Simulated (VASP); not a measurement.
# Sc5S in VASP: notebook

Runs on Sc5S. Level: PBE. Tasks: single point, relaxation of cell and atoms.

All numbers are computed with VASP 6.6.1; they aren't measurements. Logs are shortened: lines on timing, memory, paths and dates and some standing lists are left out, and cuts for length are marked.

## (1) The cell of the first run

The typed cell holds 12 atoms: a = 3.395 Å, b = 5.884 Å, c = 13.758 Å, α = 90.02°, β = 90.07°, γ = 89.98°.

## (2) Single point, PBE

Input file INCAR:

```
  ALGO = Normal
  EDIFF = 1E-6
  ENCUT = 520
  GGA = PE
  ISIF = 2
  ISMEAR = 0
  LASPH = T
  LCHARG = F
  LREAL = F
  LWAVE = F
  NBANDS = 73
  NELM = 60
  PREC = Accurate
  SIGMA = 0.2
```

Input file KPOINTS:

```
k-points
0
Gamma
  6 4 2
```

Input file POSCAR:

```
Sc5S
1.0
    1.6972211971     -2.9408130986      0.0021303823
   -5.0953235540     -2.9429786038      0.0009857177
   -0.0023936326      0.0090804666    -13.7577727350
Sc S
10 2
Direct
    0.5001824897      0.8329918433      0.1249237771
    1.0001719117      0.3331452515      0.1249479314
    0.5003439227      0.8329926624      0.8750029193
    0.9997976986      0.3331895193      0.8750281869
    0.4998967462      0.5004614629      0.6855302889
    0.0001937584      0.0005289615      0.6855594723
    0.4999280839      0.8332022526      0.4999544537
    1.0007552661      0.3333826828      0.5001170125
    0.4992286866      0.5000901938      0.3144586698
   -0.0007239227      0.0004792246      0.3144755083
    0.0001988795      0.9997824670     -0.0001102897
    0.5000264794      0.4997534782      0.0001120696
```

Potentials or basis: VASP PAW PBE potentials, release 64 (Sc_sv, S).

Run with:

```sh
$ cat potpaw_PBE.64/Sc_sv/POTCAR potpaw_PBE.64/S/POTCAR > POTCAR
$ mpirun -np 1 vasp_std > vasp.out
```

OUTCAR:

```text
EDIFF = 1E-6
   ENCUT = 520
   GGA = PE
   ISIF = 2
   ISMEAR = 0
   LASPH = T
   LREAL = F
   NELM = 60
   PREC = Accurate

 ion  position               nearest neighbor table
   1  0.500  0.833  0.125-  12 2.61  11 2.61  11 2.61  10 3.26   9 3.26  10 3.27   2 3.40   2 3.40
                             2 3.40   2 3.40
   2  0.000  0.333  0.125-  12 2.61  12 2.61  11 2.61   9 3.26  10 3.26   9 3.27   1 3.40   1 3.40
                             1 3.40   1 3.40
   3  0.500  0.833  0.875-  11 2.61  11 2.61  12 2.61   5 3.26   6 3.26   6 3.26   4 3.39   4 3.40
                             4 3.40   4 3.40
   4  1.000  0.333  0.875-  12 2.61  11 2.61  12 2.61   6 3.26   5 3.26   5 3.27   3 3.39   3 3.40
                             3 3.40   3 3.40
   5  0.500  0.500  0.686-   8 3.21   7 3.22   8 3.22   3 3.26   4 3.26   4 3.27   6 3.40   6 3.40
                             6 3.40   6 3.40
   6  0.000  0.001  0.686-   8 3.22   7 3.22   7 3.22   4 3.26   3 3.26   3 3.26   5 3.40   5 3.40
                             5 3.40   5 3.40
   7  0.500  0.833  0.500-   9 3.22   5 3.22  10 3.22   6 3.22  10 3.22   6 3.22   8 3.39   8 3.40
                             8 3.40   8 3.40
   8  0.001  0.333  0.500-   5 3.21   6 3.22  10 3.22   9 3.22   5 3.22   9 3.22   7 3.39   7 3.40
                             7 3.40   7 3.40
   9  0.499  0.500  0.314-   7 3.22   8 3.22   8 3.22   2 3.26   1 3.26   2 3.27  10 3.39  10 3.40
                            10 3.40  10 3.40
  10  0.999  0.000  0.314-   8 3.22   7 3.22   7 3.22   1 3.26   2 3.26   1 3.27   9 3.39   9 3.40
                             9 3.40   9 3.40
  11  0.000  1.000  1.000-   3 2.61   1 2.61   4 2.61   3 2.61   2 2.61   1 2.61
  12  0.500  0.500  0.000-   2 2.61   1 2.61   4 2.61   2 2.61   4 2.61   3 2.61

  LATTYP: Found a triclinic cell.
 ALAT       =     3.3954301659
 B/A-ratio  =     2.0004962143
 C/A-ratio  =     4.0518506545
 COS(alpha) =     0.0003422913
 COS(beta)  =     0.0012860460
 COS(gamma) =     0.4995784963

  Lattice vectors:

 A1 = (   1.6972211971,  -2.9408130986,   0.0021303823)
 A2 = (   6.7925447511,   0.0021655052,   0.0011446646)
 A3 = (   0.0023936326,  -0.0090804666,  13.7577727350)

Analysis of symmetry for initial positions (statically):
=====================================================================
 Subroutine PRICEL returns:
 Original cell was already a primitive cell.

 Routine SETGRP: Setting up the symmetry group for a
 triclinic supercell.

 Subroutine GETGRP returns: Found  1 space group operations
 (whereof  1 operations were pure point group operations)
 out of a pool of  2 trial point group operations.

The static configuration has the point symmetry C_1 .

Analysis of symmetry for dynamics (positions and initial velocities):
=====================================================================
 Subroutine PRICEL returns:
 Original cell was already a primitive cell.

 Routine SETGRP: Setting up the symmetry group for a
 triclinic supercell.

 Subroutine GETGRP returns: Found  1 space group operations
 (whereof  1 operations were pure point group operations)
 out of a pool of  2 trial point group operations.

The dynamic configuration has the point symmetry C_1 .

 Subroutine INISYM returns: Found  1 space group operations
 (whereof  1 operations are pure point group operations),
 and found     1 'primitive' translations

----------------------------------------------------------------------------------------

                                     Primitive cell

  volume of cell :     274.8703

  direct lattice vectors                    reciprocal lattice vectors
     1.697221197 -2.940813099  0.002130382     0.147301568 -0.255030512 -0.000193954
    -5.095323554 -2.942978604  0.000985718    -0.147193142 -0.084949087 -0.000030459
    -0.002393633  0.009080467-13.757772735     0.000012263 -0.000045578 -0.072686216

  length of vectors
     3.395430166  5.884169113 13.757775940     0.294513754  0.169947549  0.072686232

  position of ions in fractional coordinates (direct lattice)
     0.500182490  0.832991843  0.124923777
     0.000171912  0.333145251  0.124947931
     0.500343923  0.832992662  0.875002919
     0.999797699  0.333189519  0.875028187
     0.499896746  0.500461463  0.685530289
     0.000193758  0.000528962  0.685559472
     0.499928084  0.833202253  0.499954454
     0.000755266  0.333382683  0.500117012
     0.499228687  0.500090194  0.314458670
     0.999276077  0.000479225  0.314475508
     0.000198879  0.999782467  0.999889710
     0.500026479  0.499753478  0.000112070

  ion indices of the primitive-cell ions
   primitive index   ion index
                 1           1
                 2           2
                 3           3
                 4           4
                 5           5
                 6           6
                 7           7
                 8           8
                 9           9
                10          10
                11          11
                12          12

----------------------------------------------------------------------------------------

 KPOINTS: k-points

Automatic generation of k-mesh.
 Grid dimensions read from file:
 generate k-points for:    6    4    2

 Generating k-lattice:

  Cartesian coordinates                     Fractional coordinates (reciprocal lattice)
     0.024550261 -0.042505085 -0.000032326     0.166666667  0.000000000 -0.000000000
    -0.036798286 -0.021237272 -0.000007615     0.000000000  0.250000000 -0.000000000
     0.000006132 -0.000022789 -0.036343108     0.000000000  0.000000000  0.500000000

  Length of vectors
     0.049085626  0.042486887  0.036343116

  Shift w.r.t. Gamma in fractional coordinates (k-lattice)
     0.000000000  0.000000000  0.000000000

 Subroutine IBZKPT returns following result:
 ===========================================

 Found     28 irreducible k-points:

 Following reciprocal coordinates:
            Coordinates               Weight
  0.000000  0.000000  0.000000      1.000000
  0.166667  0.000000  0.000000      2.000000
  0.333333  0.000000  0.000000      2.000000
  0.500000 -0.000000  0.000000      1.000000
  0.000000  0.250000  0.000000      2.000000
  0.166667  0.250000  0.000000      2.000000
[... 16 lines left out ...]
 -0.333333  0.250000  0.500000      2.000000
 -0.166667  0.250000  0.500000      2.000000
 [... further k-points ...]
   k-points           NKPTS =     28   k-points in BZ     NKDIM =     28   number of bands    NBANDS=     73
   number of dos      NEDOS =    301   number of ions     NIONS =     12
   total plane-waves  NPLWV = 145152
   dimension x,y,z NGX =    28 NGY =   48 NGZ =  108
   dimension x,y,z NGXF=    56 NGYF=   96 NGZF=  216
   ions per type =              10   2
   NGX,Y,Z   is equivalent  to a cutoff of  13.71, 13.56, 13.05 a.u.
   NGXF,Y,Z  is equivalent  to a cutoff of  27.42, 27.12, 26.10 a.u.
 SYSTEM =  unknown system
   PREC   = accura    normal or accurate (medium, high low for compatibility)
   ISTART =      0    job   : 0-new  1-cont  2-samecut
   ICHARG =      2    charge: 1-file 2-atom 10-const
   ISPIN  =      1    spin polarized calculation?
   LNONCOLLINEAR =      F non collinear calculations
   LSORBIT =      F    spin-orbit coupling
   LASPH  =      T    aspherical Exc in radial PAW
   ENCUT  =  520.0 eV  38.22 Ry    6.18 a.u.   6.31 10.94 25.58*2*pi/ulx,y,z
   NELM   =     60;   NELMIN=  2; NELMDL= -5     # of ELM steps
   EDIFF  = 0.1E-05   stopping-criterion for ELM
   LREAL  =      F    real-space projection
   EDIFFG = 0.1E-04   stopping-criterion for IOM
   NSW    =      0    number of steps for IOM
   IBRION =     -1    ionic relax: 0-MD 1-quasi-New 2-CG
   NFREE  =      0    steps in history (QN), initial steepest desc. (CG)
   ISIF   =      2    stress and relaxation
   ISYM   =      2    0-nonsym 1-usesym 2-fastsym
   POTIM  = 0.5000    time-step for ionic-motion
   TEBEG  =    0.0;   TEEND  =   0.0 temperature during run
   PSTRESS=    0.0 pullay stress
   NELECT =     122.0000    total number of electrons
   NUPDOWN=      -1.0000    fix difference up-down
   EMIN   =  10.00;   EMAX   =-10.00  energy-range for DOS
   EFERMI =   0.00;   METHOD = LEGACY
   ISMEAR =     0;   SIGMA  =   0.20  broadening in eV -4-tet -1-fermi 0-gaus
   EFERMI_NEDOS =   21; number of points for ismear=-14 and -15
   IALGO  =     38    algorithm
   IMIX   =      4    mixing-type and parameters
     AMIX     =   0.40;   BMIX     =  1.00
     AMIX_MAG =   1.60;   BMIX_MAG =  1.00
  volume/ion in A,a.u.               =      22.91       154.58
  Fermi-wavevector in a.u.,A,eV,Ry     =   1.248779  2.359850 21.217585  1.559448
  Thomas-Fermi vector in A             =   2.382850
   LORBIT       =      0    0 simple, 1 ext, 2 COOP (PROOUT), +10 PAW based schemes
   GGA     = PE    functional components
   LHFCALC =     F    Hartree Fock is set to
   AEXX    =    0.0000 exact exchange contribution
   IVDW    =     0    specifies the selected vdW correction
   LEPSILON=     F    determine dielectric tensor
   LRPA    =     F    only Hartree local field effects (RPA)
 non-spin polarized calculation
 Gauss-broadening in eV      SIGMA  =   0.20
  energy-cutoff  :      520.00
  volume of cell :      274.87
 maximum number of plane-waves:      7440
 NGX is ok and might be reduce to    28

 number of electron     121.9999984 magnetization

 Free energy of the ion-electron system (eV)
  ---------------------------------------------------
  ext. energy  EPLUGINS =         0.00000000
  ---------------------------------------------------
  free energy    TOTEN  =       -77.65043163 eV

  energy without entropy =      -77.29295962  energy(sigma->0) =      -77.47169562

 E-fermi :   4.3055     XC(G=0): -10.0090

 val. band max:        4.2999985152   @ k =  -0.3333   0.2500   0.5000
 cond. band min:       4.3074030590   @ k =   0.5000   0.2500   0.5000
 fundamental gap:      0.0074045438
 Fermi energy:         4.3054520696

 k-point     1 :       0.0000    0.0000    0.0000
  band No.  band energies     occupation
      1     -45.3284      2.00000
      2     -45.3218      2.00000
      3     -45.3014      2.00000
      4     -45.2954      2.00000
      5     -45.1851      2.00000
      6     -45.1740      2.00000
[... 65 lines left out ...]
     72       5.6956      0.00000
     73       5.8558      0.00000

 k-point     2 :       0.1667    0.0000    0.0000
  band No.  band energies     occupation
      1     -45.3232      2.00000
      2     -45.3167      2.00000
      3     -45.2999      2.00000
      4     -45.2939      2.00000
      5     -45.1792      2.00000
      6     -45.1697      2.00000
[... 65 lines left out ...]
     72       5.7102      0.00000
     73       5.7568      0.00000

 k-point     3 :       0.3333    0.0000    0.0000
  band No.  band energies     occupation
      1     -45.3116      2.00000
      2     -45.3054      2.00000
      3     -45.2980      2.00000
      4     -45.2921      2.00000
      5     -45.1655      2.00000
      6     -45.1600      2.00000
[... 1585 lines left out ...]
     72       5.3953      0.00000
     73       5.7483      0.00000

 k-point    24 :      -0.1667    0.2500    0.5000
  band No.  band energies     occupation
      1     -45.3198      2.00000
      2     -45.3134      2.00000
      3     -45.3032      2.00000
      4     -45.2972      2.00000
      5     -45.1752      2.00000
      6     -45.1669      2.00000
[... 65 lines left out ...]
     72       5.5051      0.00000
     73       5.7293      0.00000

 [... further k-points ...]
[... 5 lines left out ...]
  --------------------------------------------------------------------------------------
  -------------------------------------------------------------------------------------
  Total        0.1468762      0.1155833      0.5330438      0.0097962      0.0843384     -0.0211110
  in kB        0.8561190      0.6737177      3.1070321      0.0571007      0.4915956     -0.1230526
  external PRESSURE =       1.5456229 kB  Pullay stress =       0.0000000 kB

 VOLUME and BASIS-vectors are now :
 -----------------------------------------------------------------------------
  energy-cutoff  :      520.00
  volume of cell :      274.87
      direct lattice vectors                 reciprocal lattice vectors
     1.697221197 -2.940813099  0.002130382     0.147301568 -0.255030512 -0.000193954
    -5.095323554 -2.942978604  0.000985718    -0.147193142 -0.084949087 -0.000030459
    -0.002393633  0.009080467-13.757772735     0.000012263 -0.000045578 -0.072686216

 POSITION                                       TOTAL-FORCE (eV/Angst)
 -----------------------------------------------------------------------------------
     -3.39574     -3.92129     -1.71679        -0.009290     -0.008335     -0.019027
     -1.69749     -0.97981     -1.71868         0.003414      0.000139     -0.019722
     -3.39727     -3.91495    -12.03620        -0.005960      0.004221      0.015406
     -0.00293     -3.91284    -12.03598        -0.001710     -0.003230      0.015824
     -1.70322     -2.93673     -9.42981         0.002238     -0.002282      0.012488
     -0.00401      0.00410     -9.43177         0.002991      0.004399      0.019520
     -3.39814     -3.91775     -6.87637        -0.000682     -0.004385     -0.003561
     -1.69861     -0.97882     -6.88017        -0.001875      0.009962      0.006018
     -1.70157     -2.93704     -4.32469        -0.001554     -0.007834     -0.018125
      1.69280     -2.93724     -4.32435         0.007611      0.001941     -0.013993
     -5.09627     -2.93384    -13.75527         0.002756      0.002812     -0.008595
     -1.69775     -2.94125      0.00002         0.002061      0.002591      0.013766
 -----------------------------------------------------------------------------------
    total drift:                                0.000046      0.000010     -0.001657

  FREE ENERGIE OF THE ION-ELECTRON SYSTEM (eV)
  ---------------------------------------------------
  free  energy   TOTEN  =       -77.6504316256 eV

  energy  without entropy=      -77.2929596167  energy(sigma->0) =      -77.47169562
```

Run time: 7.4 min. Hardware: 1 thread of Intel Xeon 6975P-C (Granite Rapids), shared host; peak memory 0.61 GiB.

What came out:

```
Free energy            : -77.6504 eV
Pressure               : 0.2 GPa
Largest force          : 0.023 eV/Å
Band gap on the k mesh : zero (bands 61 and 62 overlap by 0.73 eV)
```

Forces in eV/Å, atoms in the order of the input:
```
Sc  -0.009 -0.008 -0.019
Sc   0.003  0.000 -0.020
Sc  -0.006  0.004  0.015
Sc  -0.002 -0.003  0.016
Sc   0.002 -0.002  0.012
Sc   0.003  0.004  0.020
Sc  -0.001 -0.004 -0.004
Sc  -0.002  0.010  0.006
Sc  -0.002 -0.008 -0.018
Sc   0.008  0.002 -0.014
S    0.003  0.003 -0.009
S    0.002  0.003  0.014
```

Levels at points of the mesh, in eV from the Fermi level:
```
           k point  band 57  band 58  band 59  band 60  band 61  band 62  band 63  band 64  band 65  band 66
(0.00, 0.00, 0.00)    -0.73    -0.48    -0.31    -0.13    -0.12    -0.05     0.56     0.92     0.99     1.13
(0.50, 0.00, 0.00)    -0.33    -0.32    -0.27    -0.27    -0.03    -0.03     0.16     0.16     0.20     0.20
(0.00, 0.50, 0.00)    -0.62    -0.62     0.17     0.17     0.26     0.26     0.48     0.48     0.58     0.59
(0.50, 0.50, 0.00)    -0.73    -0.73    -0.48    -0.48    -0.31    -0.31    -0.13    -0.13    -0.05    -0.05
(0.00, 0.00, 0.50)    -0.70    -0.60    -0.32    -0.12    -0.06    -0.03     0.46     1.02     1.14     1.15
(0.50, 0.00, 0.50)    -0.29    -0.29    -0.25    -0.25    -0.11    -0.11    -0.01    -0.01     0.37     0.37
(0.00, 0.50, 0.50)    -0.36    -0.36    -0.07    -0.07     0.41     0.41     0.47     0.48     0.64     0.64
(0.50, 0.50, 0.50)    -0.70    -0.70    -0.60    -0.60    -0.32    -0.32    -0.06    -0.06    -0.03    -0.03
```

## (3) Single point, PBE

This run uses another cell than the first one: it holds 6 atoms, not 12.

Input file INCAR:

```
PREC = Accurate
ENCUT = 520
EDIFF = 1E-7
ISMEAR = 0
SIGMA = 0.2
LREAL = F
LASPH = T
NELM = 80
ALGO = Normal
ISIF = 2
LWAVE = F
LCHARG = F
GGA = PE
NBANDS = 40
```

Input file KPOINTS:

```
regular mesh
0
Gamma
  6 6 2
```

Input file POSCAR:

```
Sc5S
1.0
    3.3945999283      0.0000000000      0.0000000000
   -1.6972999641      2.9398097736      0.0000000000
    0.0000000000      0.0000000000     13.8288112050
Sc S
5 1
Direct
    0.3333333333      0.6666666667      0.8755743049
    0.3333333333      0.6666666667      0.1244256951
    0.0000000000      0.0000000000      0.3145148993
    0.3333333333      0.6666666667      0.5000000000
    0.0000000000      0.0000000000      0.6854851007
    0.0000000000      0.0000000000      0.0000000000
```

Potentials or basis: VASP PAW PBE potentials, release 64 (Sc_sv, S).

Run with:

```sh
$ cat potpaw_PBE.64/Sc_sv/POTCAR potpaw_PBE.64/S/POTCAR > POTCAR
$ mpirun -np 1 vasp_std > vasp.out
```

OUTCAR:

```text
PREC = Accurate
   ENCUT = 520
   EDIFF = 1E-7
   ISMEAR = 0
   LREAL = F
   LASPH = T
   NELM = 80
   ISIF = 2
   GGA = PE

 ion  position               nearest neighbor table
   1  0.333  0.667  0.876-   6 2.61   6 2.61   6 2.61   5 3.28   5 3.28   5 3.28
   2  0.333  0.667  0.124-   6 2.61   6 2.61   6 2.61   3 3.28   3 3.28   3 3.28
   3  0.000  0.000  0.315-   4 3.23   4 3.23   4 3.23   2 3.28   2 3.28   2 3.28
   4  0.333  0.667  0.500-   3 3.23   5 3.23   3 3.23   5 3.23   3 3.23   5 3.23
   5  0.000  0.000  0.685-   4 3.23   4 3.23   4 3.23   1 3.28   1 3.28   1 3.28
   6  0.000  0.000  0.000-   1 2.61   2 2.61   1 2.61   2 2.61   1 2.61   2 2.61
[... 798 lines left out ...]
  Total        0.0170281      0.0170281     -0.2142193      0.0000000      0.0000000      0.0000000
  in kB        0.1976892      0.1976892     -2.4870035      0.0000000      0.0000000      0.0000000
  external PRESSURE =      -0.6972084 kB  Pullay stress =       0.0000000 kB

 VOLUME and BASIS-vectors are now :
 -----------------------------------------------------------------------------
  energy-cutoff  :      520.00
  volume of cell :      138.00
      direct lattice vectors                 reciprocal lattice vectors
     3.394599928  0.000000000  0.000000000     0.294585524  0.170079032  0.000000000
    -1.697299964  2.939809774  0.000000000     0.000000000  0.340158064  0.000000000
     0.000000000  0.000000000 13.828811205     0.000000000  0.000000000  0.072312796

 POSITION                                       TOTAL-FORCE (eV/Angst)
 -----------------------------------------------------------------------------------
     -0.00000      1.95987     12.10815        -0.000000     -0.000000     -0.056215
     -0.00000      1.95987      1.72066        -0.000000     -0.000000      0.056215
      0.00000      0.00000      4.34937         0.000000     -0.000000     -0.010817
     -0.00000      1.95987      6.91441         0.000000      0.000000      0.000000
      0.00000      0.00000      9.47944         0.000000     -0.000000      0.010817
      0.00000      0.00000      0.00000        -0.000000     -0.000000      0.000000
 -----------------------------------------------------------------------------------
    total drift:                                0.000001     -0.000000     -0.000000

  FREE ENERGIE OF THE ION-ELECTRON SYSTEM (eV)
  ---------------------------------------------------
  free  energy   TOTEN  =       -38.8238677004 eV

  energy  without entropy=      -38.6449693471  energy(sigma->0) =      -38.73441852
```

It took 66 s on 1 thread of Intel Xeon 6975P-C (Granite Rapids), shared host; peak memory 0.29 GiB.

Results:

- Free energy: -38.8239 eV
- Pressure: -0.1 GPa
- Largest force: 0.056 eV/Å
- Band gap on the k mesh: zero (an odd number of electrons rules out a gap without spin polarisation)

Forces in eV/Å, atoms in the order of the input:
```
Sc   0.000  0.000 -0.056
Sc   0.000  0.000  0.056
Sc   0.000  0.000 -0.011
Sc   0.000  0.000  0.000
Sc   0.000  0.000  0.011
S    0.000  0.000  0.000
```

[end of part 1 of 2]
